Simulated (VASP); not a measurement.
# Au (P-3m1) in VASP: single point with PBEsol

Aim: the single point of Au with PBEsol.

Program: VASP 6.6.1. These are calculated values, not measurements. Logs are shortened: lines on timing, memory, paths and dates and some standing lists are left out, and cuts for length are marked.

## Step 1: The cell of the first run

The structure is trigonal, space group P-3m1 (No. 164). Conventional cell: a = 2.865 Å, b = 2.865 Å, c = 12.581 Å, α = 90.00°, β = 90.00°, γ = 120.00°. Au (site symmetry 3m) has 9 Au at 2.87 to 2.91 Å within 3.8 Å. Within 3.8 Å of Au (site symmetry 3m) lie 12 Au at 2.87 to 2.91 Å.

## Step 2: Single point, PBEsol (the distance across one plane changed)

INCAR reads:

```
SYSTEM = Au
PREC     = Accurate       ! precision mode
ENCUT    = 520            ! plane-wave cutoff, eV
EDIFF    = 1E-6           ! SCF threshold, eV
ISMEAR   = 0              ! smearing method
SIGMA    = 0.15           ! smearing width, eV
LREAL    = .False.        ! projectors in reciprocal space
LASPH    = .True.         ! aspherical terms in the spheres
NELM     = 80             ! most SCF steps
ALGO     = Fast           ! electronic algorithm
ISIF     = 2              ! what is computed and relaxed
LWAVE    = .False.        ! write WAVECAR
LCHARG   = .False.        ! write CHGCAR
GGA      = PS             ! functional
NBANDS   = 30             ! bands
```

KPOINTS reads:

```
regular mesh
0
Gamma
  24 24 6
  0 0 0
```

POSCAR reads:

```
Au
1.0
   -1.4325950641     -2.4813274377      0.0000000000
    1.4325950641     -2.4813274377      0.0000000000
    0.0000000000      0.0000000000     12.5811559621
Au
4
Direct
    0.6666666667      0.6666666667      0.0951935179
    0.6666666667      0.6666666667      0.4759675895
    0.3333333333      0.3333333333      0.6663546253
    0.3333333333      0.3333333333      0.2855805537
```

Potentials or basis: VASP PAW PBE potentials, release 64 (Au).

The run is started by

```console
$ cat potpaw_PBE.64/Au/POTCAR > POTCAR
$ mpirun -np 1 vasp_std > vasp.out
```

OUTCAR:

```text
SYSTEM = Au
   PREC = Accurate
   ENCUT = 520
   EDIFF = 1E-6
   ISMEAR = 0
   LREAL = .False.
   LASPH = .True.
   NELM = 80
   ISIF = 2
   GGA = PS

 ion  position               nearest neighbor table
   1  0.667  0.667  0.095-   4 2.91   4 2.91   4 2.91
   2  0.667  0.667  0.476-   3 2.91   4 2.91   3 2.91   4 2.91   3 2.91   4 2.91
   3  0.333  0.333  0.666-   2 2.91   2 2.91   2 2.91
   4  0.333  0.333  0.286-   1 2.91   2 2.91   1 2.91   2 2.91   1 2.91   2 2.91

  LATTYP: Found a hexagonal cell.
 ALAT       =     2.8651901282
 C/A-ratio  =     4.3910370339

  Lattice vectors:

 A1 = (  -1.4325950641,   2.4813274377,   0.0000000000)
 A2 = (  -1.4325950641,  -2.4813274377,   0.0000000000)
 A3 = (   0.0000000000,   0.0000000000,  12.5811559621)

Analysis of symmetry for initial positions (statically):
=====================================================================
 Subroutine PRICEL returns:
 Original cell was already a primitive cell.

 Routine SETGRP: Setting up the symmetry group for a
 hexagonal supercell.

 Subroutine GETGRP returns: Found 12 space group operations
 (whereof  6 operations were pure point group operations)
 out of a pool of 24 trial point group operations.

The static configuration has the point symmetry C_3v.
 The point group associated with its full space group is D_3d.

Analysis of symmetry for dynamics (positions and initial velocities):
=====================================================================
 Subroutine PRICEL returns:
 Original cell was already a primitive cell.

 Routine SETGRP: Setting up the symmetry group for a
 hexagonal supercell.

 Subroutine GETGRP returns: Found 12 space group operations
 (whereof  6 operations were pure point group operations)
 out of a pool of 24 trial point group operations.

The dynamic configuration has the point symmetry C_3v.
 The point group associated with its full space group is D_3d.

 Subroutine INISYM returns: Found 12 space group operations
 (whereof  6 operations are pure point group operations),
 and found     1 'primitive' translations

----------------------------------------------------------------------------------------

                                     Primitive cell

  volume of cell :      89.4454

  direct lattice vectors                    reciprocal lattice vectors
    -1.432595064 -2.481327438  0.000000000    -0.349016978 -0.201505046  0.000000000
     1.432595064 -2.481327438  0.000000000     0.349016978 -0.201505046  0.000000000
     0.000000000  0.000000000 12.581155962     0.000000000  0.000000000  0.079483952

  length of vectors
     2.865190128  2.865190128 12.581155962     0.403010092  0.403010092  0.079483952

  position of ions in fractional coordinates (direct lattice)
     0.666666667  0.666666667  0.095193518
     0.666666667  0.666666667  0.475967590
     0.333333333  0.333333333  0.666354625
     0.333333333  0.333333333  0.285580554

  ion indices of the primitive-cell ions
   primitive index   ion index
                 1           1
                 2           2
                 3           3
                 4           4

----------------------------------------------------------------------------------------

 KPOINTS: regular mesh

Automatic generation of k-mesh.
 Grid dimensions read from file:
 generate k-points for:   24   24    6

 Generating k-lattice:

  Cartesian coordinates                     Fractional coordinates (reciprocal lattice)
    -0.014542374 -0.008396044  0.000000000     0.041666667  0.000000000  0.000000000
     0.014542374 -0.008396044  0.000000000     0.000000000  0.041666667  0.000000000
     0.000000000  0.000000000  0.013247325     0.000000000  0.000000000  0.166666667

  Length of vectors
     0.016792087  0.016792087  0.013247325

  Shift w.r.t. Gamma in fractional coordinates (k-lattice)
     0.000000000  0.000000000  0.000000000

 Subroutine IBZKPT returns following result:
 ===========================================

 Found    340 irreducible k-points:

 Following reciprocal coordinates:
            Coordinates               Weight
  0.000000  0.000000  0.000000      1.000000
  0.041667  0.000000  0.000000      6.000000
  0.083333  0.000000  0.000000      6.000000
  0.125000 -0.000000  0.000000      6.000000
  0.166667 -0.000000  0.000000      6.000000
  0.208333  0.000000  0.000000      6.000000
[... 16 lines left out ...]
  0.458333  0.041667  0.000000     12.000000
  0.500000  0.041667  0.000000     12.000000
 [... further k-points ...]
   k-points           NKPTS =    340   k-points in BZ     NKDIM =    340   number of bands    NBANDS=     30
   number of dos      NEDOS =    301   number of ions     NIONS =      4
   total plane-waves  NPLWV =  55296
   dimension x,y,z NGX =    24 NGY =   24 NGZ =   96
   dimension x,y,z NGXF=    48 NGYF=   48 NGZF=  192
   ions per type =               4
   NGX,Y,Z   is equivalent  to a cutoff of  13.93, 13.93, 12.69 a.u.
   NGXF,Y,Z  is equivalent  to a cutoff of  27.85, 27.85, 25.37 a.u.
 SYSTEM =  Au
   PREC   = accura    normal or accurate (medium, high low for compatibility)
   ISTART =      0    job   : 0-new  1-cont  2-samecut
   ICHARG =      2    charge: 1-file 2-atom 10-const
   ISPIN  =      1    spin polarized calculation?
   LNONCOLLINEAR =      F non collinear calculations
   LSORBIT =      F    spin-orbit coupling
   LASPH  =      T    aspherical Exc in radial PAW
   ENCUT  =  520.0 eV  38.22 Ry    6.18 a.u.   5.33  5.33 23.39*2*pi/ulx,y,z
   NELM   =     80;   NELMIN=  2; NELMDL= -5     # of ELM steps
   EDIFF  = 0.1E-05   stopping-criterion for ELM
   LREAL  =      F    real-space projection
   EDIFFG = 0.1E-04   stopping-criterion for IOM
   NSW    =      0    number of steps for IOM
   IBRION =     -1    ionic relax: 0-MD 1-quasi-New 2-CG
   NFREE  =      0    steps in history (QN), initial steepest desc. (CG)
   ISIF   =      2    stress and relaxation
   ISYM   =      2    0-nonsym 1-usesym 2-fastsym
   POTIM  = 0.5000    time-step for ionic-motion
   TEBEG  =    0.0;   TEEND  =   0.0 temperature during run
   PSTRESS=    0.0 pullay stress
   NELECT =      44.0000    total number of electrons
   NUPDOWN=      -1.0000    fix difference up-down
   EMIN   =  10.00;   EMAX   =-10.00  energy-range for DOS
   EFERMI =   0.00;   METHOD = LEGACY
   ISMEAR =     0;   SIGMA  =   0.15  broadening in eV -4-tet -1-fermi 0-gaus
   EFERMI_NEDOS =   21; number of points for ismear=-14 and -15
   IALGO  =     68    algorithm
   IMIX   =      4    mixing-type and parameters
     AMIX     =   0.40;   BMIX     =  1.00
     AMIX_MAG =   1.60;   BMIX_MAG =  1.00
  volume/ion in A,a.u.               =      22.36       150.90
  Fermi-wavevector in a.u.,A,eV,Ry     =   1.292329  2.442147 22.723278  1.670114
  Thomas-Fermi vector in A             =   2.424044
   LORBIT       =      0    0 simple, 1 ext, 2 COOP (PROOUT), +10 PAW based schemes
   GGA     = PS    functional components
   LHFCALC =     F    Hartree Fock is set to
   AEXX    =    0.0000 exact exchange contribution
   IVDW    =     0    specifies the selected vdW correction
   LEPSILON=     F    determine dielectric tensor
   LRPA    =     F    only Hartree local field effects (RPA)
 non-spin polarized calculation
 RMM-DIIS sequential band-by-band and
 Gauss-broadening in eV      SIGMA  =   0.15
  energy-cutoff  :      520.00
  volume of cell :       89.45
 maximum number of plane-waves:      2458
 NGX is ok and might be reduce to    24
   NGX = 11   NGY = 11   NGZ = 47

 number of electron      44.0000004 magnetization

 Free energy of the ion-electron system (eV)
  ---------------------------------------------------
  ext. energy  EPLUGINS =         0.00000000
  ---------------------------------------------------
  free energy    TOTEN  =       -14.84058284 eV

  energy without entropy =      -14.82455235  energy(sigma->0) =      -14.83256759

 E-fermi :   5.7223     XC(G=0): -10.6992

 val. band max:        5.6723690636   @ k =   0.2083   0.0417   0.5000
 cond. band min:       5.7313376621   @ k =   0.2083   0.0417   0.3333
 fundamental gap:      0.0589685985
 Fermi energy:         5.7223234058

 k-point     1 :       0.0000    0.0000    0.0000
  band No.  band energies     occupation
      1      -3.7295      2.00000
      2      -2.5872      2.00000
      3      -1.5868      2.00000
      4      -1.5079      2.00000
      5       0.9233      2.00000
      6       1.1443      2.00000
[... 22 lines left out ...]
     29      18.8280      0.00000
     30      20.4229      0.00000

 k-point     2 :       0.0417    0.0000    0.0000
  band No.  band energies     occupation
      1      -3.6747      2.00000
      2      -2.5329      2.00000
      3      -1.5319      2.00000
      4      -1.4590      2.00000
      5       0.9188      2.00000
      6       1.1171      2.00000
[... 22 lines left out ...]
     29      18.8661      0.00000
     30      20.4660      0.00000

 k-point     3 :       0.0833    0.0000    0.0000
  band No.  band energies     occupation
      1      -3.5125      2.00000
      2      -2.3736      2.00000
      3      -1.3712      2.00000
      4      -1.3168      2.00000
      5       0.8934      2.00000
      6       1.0379      2.00000
[... 22 lines left out ...]
     29      18.9730      0.00000
     30      20.5154      0.00000

 k-point     4 :       0.1250   -0.0000    0.0000
  band No.  band energies     occupation
      1      -3.2503      2.00000
      2      -2.1208      2.00000
      3      -1.1190      2.00000
      4      -1.0977      2.00000
      5       0.8271      2.00000
      6       0.9083      2.00000
[... 616 lines left out ...]
     29      14.0728      0.00000
     30      15.3653      0.00000

 k-point    23 :       0.4583    0.0417    0.0000
  band No.  band energies     occupation
      1      -1.1742      2.00000
      2      -1.0596      2.00000
      3      -0.7758      2.00000
      4      -0.4507      2.00000
      5      -0.0407      2.00000
      6       0.0464      2.00000
[... 22 lines left out ...]
     29      13.1317      0.00000
     30      15.3017      0.00000

 k-point    24 :       0.5000    0.0417    0.0000
  band No.  band energies     occupation
      1      -1.1681      2.00000
      2      -1.0942      2.00000
      3      -0.8188      2.00000
      4      -0.4681      2.00000
      5      -0.0608      2.00000
      6      -0.0041      2.00000
[... 22 lines left out ...]
     29      12.9737      0.00000
     30      15.1956      0.00000

 [... further k-points ...]

------------------------ aborting loop because EDIFF is reached ----------------------------------------

  FORCE on cell =-STRESS in cart. coord.  units (eV):
  Direction    XX          YY          ZZ          XY          YZ          ZX
  --------------------------------------------------------------------------------------
  -------------------------------------------------------------------------------------
  Total       -2.7189679     -2.7189679     -0.1733791      0.0000000      0.0000000      0.0000000
  in kB      -48.7030988    -48.7030988     -3.1056266      0.0000000      0.0000000      0.0000000
  external PRESSURE =     -33.5039414 kB  Pullay stress =       0.0000000 kB

 VOLUME and BASIS-vectors are now :
 -----------------------------------------------------------------------------
  energy-cutoff  :      520.00
  volume of cell :       89.45
      direct lattice vectors                 reciprocal lattice vectors
    -1.432595064 -2.481327438  0.000000000    -0.349016978 -0.201505046  0.000000000
     1.432595064 -2.481327438  0.000000000     0.349016978 -0.201505046  0.000000000
     0.000000000  0.000000000 12.581155962     0.000000000  0.000000000  0.079483952

 POSITION                                       TOTAL-FORCE (eV/Angst)
 -----------------------------------------------------------------------------------
      0.00000     -3.30844      1.19764         0.000000     -0.000000     -0.035047
      0.00000     -3.30844      5.98822        -0.000000     -0.000000     -0.082012
      0.00000     -1.65422      8.38351         0.000000      0.000000      0.035047
      0.00000     -1.65422      3.59293         0.000000      0.000000      0.082012
 -----------------------------------------------------------------------------------
    total drift:                               -0.000000     -0.000000     -0.000011

  FREE ENERGIE OF THE ION-ELECTRON SYSTEM (eV)
  ---------------------------------------------------
  free  energy   TOTEN  =       -14.8405828366 eV

  energy  without entropy=      -14.8245523495  energy(sigma->0) =      -14.83256759
```

Wall time 6.5 min (1 thread of Intel Xeon 6975P-C (Granite Rapids), shared host); peak memory 0.73 GiB.

What came out:

| Item | Value |
| --- | --- |
| Free energy | -14.8406 eV |
| Pressure | -3.4 GPa |
| Largest force | 0.082 eV/Å |
| Band gap on the k mesh | zero (bands 22 and 23 overlap by 5.02 eV) |

Forces in eV/Å, atoms in the order of the input:
```
Au   0.000  0.000 -0.035
Au   0.000  0.000 -0.082
Au   0.000  0.000  0.035
Au   0.000  0.000  0.082
```

Caveat: the cell differs from its parent crystal (the distance across one plane changed); the cell stands under tension; the PAW data sets were made with another functional, which shifts forces and pressure a little; spin-orbit coupling is left out, which moves the levels of the heavy elements.

The gap in the log of VASP goes by the Fermi energy; the results here count the filled bands.